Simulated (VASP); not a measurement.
A run of VASP 6.6.1:

INCAR

```
SYSTEM = Ti8HO16
  PREC = Accurate
  ENCUT = 520
  EDIFF = 1E-7
  ISMEAR = 0
  SIGMA = 0.02
  LREAL = Auto
  LASPH = .TRUE.
  NELM = 60
  ALGO = Normal
  ISIF = 2
  LWAVE = .FALSE.
  LCHARG = .FALSE.
  GGA = PE
  NELECT = 192.0
  NBANDS = 114
```

File KPOINTS:

```
regular mesh
0
G
  3 3 3
  0 0 0
```

File POSCAR:

```
Ti8HO16
1.0
   -4.6432750091     -4.6432750091      0.0000000000
   -4.6432750091      4.6432750091      0.0000000000
    4.6432750091      0.0000000000     -5.9277640437
Ti O H
8 16 1
Direct
    0.2541699357      0.2508033464      0.4998814018
    1.0075424415     -0.0273882896      0.0000355952
    0.7543092085      0.7509772930      0.5001909621
    0.4827998975      0.5294406843      0.0000222681
    0.1396126174      0.6112489077      0.2616942895
    0.8779008316      0.3495655521      0.7383262842
    0.6221733844      0.1478211232      0.2505204305
    0.3716095583      0.8972962762      0.7495075660
    0.4448945645      0.7620314985      0.5011528762
    0.1872954466      0.5135599898      0.0000026992
    0.9437435227      0.2608916577      0.4988766385
    0.7030852596      0.0462445612      0.0000199063
    0.1093607683      0.9254451037      0.2480906779
    0.8612818695      0.6773666376      0.7519292211
    0.6069325695      0.4347663725      0.2537789947
    0.3531587424      0.1809817771      0.7462349998
    0.0550405191      0.7378273439      0.4988391876
    0.7888650936      0.4354966205      0.0000045548
    0.5562094530      0.2389932646      0.5011783496
    0.3095541715     -0.0125490847      0.0000192315
    0.1453550721      0.3190774983      0.2535396127
    0.8918257634      0.0655481915      0.7464691522
    0.6388391385      0.8218059019      0.2486711666
    0.3901777985      0.5731469309      0.7513542994
    0.7578322908      0.2783530449      1.0000050536
```

Potentials or basis: VASP PAW PBE potentials, release 64 (Ti_sv, O, H).

Launch:

```bash
$ cat potpaw_PBE.64/Ti_sv/POTCAR potpaw_PBE.64/O/POTCAR potpaw_PBE.64/H/POTCAR > POTCAR
$ mpirun -np 1 vasp_std > vasp.out
```

Hardware: 1 thread of AMD EPYC 7R13 Processor (Zen 3), with other jobs on the host.

Estimate the wall time of this run.

Wall time 21 min on 1 thread of AMD EPYC 7R13 Processor (Zen 3) (shared host), peak memory 0.49 GiB. Counts: scf iterations 21, k points 14.
